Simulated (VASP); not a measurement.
Set up this calculation in VASP 6.6.1, as the native input.

| Property | Result |
| --- | --- |
| Task | single point |
| Functional | PBE |
| Potentials or basis | VASP PAW PBE potentials, release 64 (Na_pv, H) |
| Cutoff | 520 eV |
| k mesh | 8 × 8 × 8 |
| Occupations | gaussian, width 0.01 eV |
| Spin | no spin polarisation |
| Dipole correction | no |
| Further INCAR settings | ALGO = Normal; EDIFF = 1e-06; NBANDS = 11 |

The structure of NaH lies in POSCAR:

```
NaH
1.0
    0.0000000000      2.4161697541      2.4161697541
    2.4161697541      0.0000000000      2.4161697541
    2.4161697541      2.4161697541      0.0000000000
Na H
1 1
Direct
    0.0000000000      0.0000000000      0.0000000000
    0.5000000000      0.5000000000      0.5000000000
```

One way to write it, as run:

INCAR

```
SYSTEM = NaH
PREC = Accurate
ENCUT = 520
EDIFF = 1E-6
ISMEAR = 0
SIGMA = 0.01
LREAL = .FALSE.
LASPH = .TRUE.
NELM = 100
ALGO = Normal
ISIF = 2
LWAVE = .FALSE.
LCHARG = .FALSE.
GGA = PE
NBANDS = 11
```

KPOINTS

```
regular mesh
0
G
  8 8 8
  0 0 0
```

Potentials or basis: VASP PAW PBE potentials, release 64 (Na_pv, H).

Command:

```bash
$ cat potpaw_PBE.64/Na_pv/POTCAR potpaw_PBE.64/H/POTCAR > POTCAR
$ mpirun -np 1 vasp_std > vasp.out
```

It gave:

```yaml
Pressure: 0.0 GPa
Band_gap_on_the_k_mesh: 3.76 eV, indirect (least direct gap 4.62 eV)
```

Wall time 16 s on 1 thread of AMD EPYC 7R13, with other jobs on the host, peak memory 0.12 GiB.
